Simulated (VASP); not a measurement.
**Na3FeSb: single point with PBE**

The system is Na3FeSb.

```
Na Fe Sb
1.0
     5.87967    0.00000    0.00000
     0.00000    5.87967    0.00000
     0.00000    0.00000    5.87967
Na Fe Sb
3 1 1
Direct
  0.00000 0.50000 0.50000
  0.50000 0.00000 0.50000
  0.50000 0.50000 0.00000
  0.00000 0.00000 0.00000
  0.50000 0.50000 0.50000
```

```yaml
Program: VASP 6.6.1
Task: single point
Functional: PBE
Potentials_or_basis: VASP PAW PBE potentials, release 64 (Na_pv, Fe, Sb)
Cutoff: 520 eV
k_mesh: 4 × 4 × 4
Occupations: gaussian, width 0.1 eV
Spin: collinear spin, ferromagnetic start
Starting_moments: "[0.0, 0.0, 0.0, 4.08, 0.15] μB"
```

| Item | Value |
| --- | --- |
| Pressure | 0.0 GPa |
| Band gap on the k mesh | zero (filled and empty bands overlap) |
| Net moment | 4.00 μB per cell |
| Site moments | Na +0.00; Fe +3.50; Sb +0.13 μB |
| Valence electrons inside the program's atomic spheres | Na 6.06; Fe 6.50; Sb 2.50 |

Levels at points of the mesh, in eV from the Fermi level:
Spin up:
```tsv
k point	band 17	band 18	band 19	band 20	band 21	band 22
(0.00, 0.00, 0.00)	-0.62	-0.62	-0.62	2.99	2.99	3.12
(0.50, 0.00, 0.00)	-0.45	-0.45	-0.21	0.68	2.52	2.52
(0.50, 0.50, 0.00)	-1.43	-1.43	-0.38	2.23	2.23	3.03
(0.50, 0.50, 0.50)	-1.10	-1.10	-1.10	1.06	1.06	1.06
```
Spin down:
| k point | band 10 | band 11 | band 12 | band 13 | band 14 | band 15 | band 16 | band 17 | band 18 | band 19 |
| --- | --- | --- | --- | --- | --- | --- | --- | --- | --- | --- |
| (0.00, 0.00, 0.00) | -7.72 | -1.51 | -0.46 | -0.46 | -0.46 | -0.03 | -0.03 | 0.04 | 0.04 | 0.04 |
| (0.50, 0.00, 0.00) | -7.64 | -2.05 | -0.41 | -0.41 | -0.01 | 0.05 | 0.08 | 0.16 | 0.16 | 0.35 |
| (0.50, 0.50, 0.00) | -7.57 | -1.31 | -1.31 | -0.91 | -0.20 | -0.02 | 0.01 | 0.01 | 0.06 | 0.09 |
| (0.50, 0.50, 0.50) | -7.49 | -1.09 | -1.09 | -1.09 | -0.39 | 0.09 | 0.09 | 0.14 | 0.14 | 0.14 |

It took 2.1 min on 1 thread of Intel(R) Xeon(R) 6975P-C (Granite Rapids), on a shared host, peak memory 0.46 GiB.

Caveat: spin-orbit coupling is left out, which moves the levels of the heavy elements; a cell with one magnetic atom can't hold antiferromagnetic order, which such compounds often take.
